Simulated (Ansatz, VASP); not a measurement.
Two plane-wave programs on MgCdF4

```
CELL_PARAMETERS angstrom
3.80013 0.00000 0.00000
-1.90007 3.29101 0.00000
0.00000 0.00000 5.58264
ATOMIC_POSITIONS crystal
Mg 0.00000 0.00000 0.50000
Cd 0.00000 0.00000 0.00000
F 0.33333 0.66667 0.74059
F 0.33333 0.66667 0.25941
F 0.66667 0.33333 0.74059
F 0.66667 0.33333 0.25941
```

Change from the starting cell: species swapped into the TiNbB4 type (P6/mmm, No. 191).

Alike in both runs: task relaxation of cell and atoms; functional PBE; k mesh 12 × 12 × 8; occupations gaussian, width 0.1 eV; no spin polarisation.

|  | VASP | Ansatz |
| --- | --- | --- |
| version | VASP 6.6.1 | Ansatz 0.2.0 |
| potentials or method | VASP PAW PBE potentials, release 64 (Mg, Cd, F), cutoff 600 eV | scalar-relativistic, plane waves, PAW |
| valence electrons in the cell | 42 | 58 |

VASP gave:

```
gap on the k mesh at the Fermi level, each at its own relaxed structure (eV) : none
relaxed volume (Å³/atom)                                                     : 11.60
relaxed length of the cell vector where the two differ most in proportion (Å)              : 5.574
```

Task: Estimate Ansatz's values.

Result: gap on the k mesh at the Fermi level, each at its own relaxed structure (eV): none; relaxed volume (Å³/atom): 11.65; relaxed length of the cell vector where the two differ most in proportion (Å): 5.585.

A gap of «none» marks a metal or a gap that the smearing closes. VASP's potentials hold 42 valence electrons a cell and Ansatz's 58, so a difference there can come from the potentials and not from the codes.
